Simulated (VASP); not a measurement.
## TiRh: vibrations by perturbation theory with LDA

Crystal: TiRh.

```xyz
2
Lattice="2.8808 0.0000 0.0000 0.0000 2.8808 0.0000 0.0000 0.0000 3.3264" Properties=species:S:1:pos:R:3 pbc="T T T"
Ti    1.4404    1.4404    1.6632
Rh    0.0000    0.0000    0.0000
```

```yaml
Program: VASP 6.6.1
Task: vibrations by perturbation theory
Functional: LDA
Potentials_or_basis: VASP PAW LDA potentials, release 64 (Ti_sv, Rh_pv)
Cutoff: 520 eV
k_mesh: 14 × 14 × 12
Occupations: fermi-dirac, width 0.15 eV
Spin: no spin polarisation
Dipole_correction: no
Further_INCAR_settings: ALGO = Fast; EDIFF = 1e-08; IBRION = 8; NSW = 1
```

The highest phonon frequency at Γ is 220 cm⁻¹.

Phonon frequencies in cm⁻¹ (negative: imaginary):
```tsv
q point	frequencies
(0.000, 0.000, 0.000)	0 0 0 201 201 220
```

Wall time 17 min on 1 thread of AMD EPYC 9R45 96-Core Processor (Zen 5) (shared host), peak memory 0.72 GiB.

Caveat: the cell stands under pressure or tension, which shifts response properties.
